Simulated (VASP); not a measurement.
SnSe:

```xyz
2
Lattice="0.0000 2.9421 2.9421 2.9421 0.0000 2.9421 2.9421 2.9421 0.0000" Properties=species:S:1:pos:R:3 pbc="T T T"
Sn    0.0000    0.0000    0.0000
Se    2.9421    2.9421    2.9421
```

This cell differs from its parent crystal: strain -2.0%.

Base run:

| Quantity | Value |
| --- | --- |
| Program | VASP 6.6.1 |
| Functional | PBE |
| Potentials or basis | VASP PAW PBE potentials, release 64 (Sn_d, Se) |
| Cutoff | 500 eV |
| k mesh | 8 × 8 × 8 |
| Occupations | fermi-dirac, width 0.02 eV |
| Spin | no spin polarisation |

Its results: band gap on the k mesh 0.77 eV (least direct gap 0.90 eV); pressure 5.1 GPa.

Q: The run is repeated on the same cell with these changes: functional from PBE to HSE06; cutoff from 500 eV to 400 eV; k mesh from 8 × 8 × 8 to 6 × 6 × 6. What comes out?

A: Band gap on the k mesh 0.77 eV; pressure 3.3 GPa.

Several settings changed at once.

Caveats: the cell stands under pressure; spin-orbit coupling is left out, which moves the levels of the heavy elements; the PAW data sets were made with another functional, which shifts forces and pressure a little (at least some runs).

A k mesh can miss the band edges.
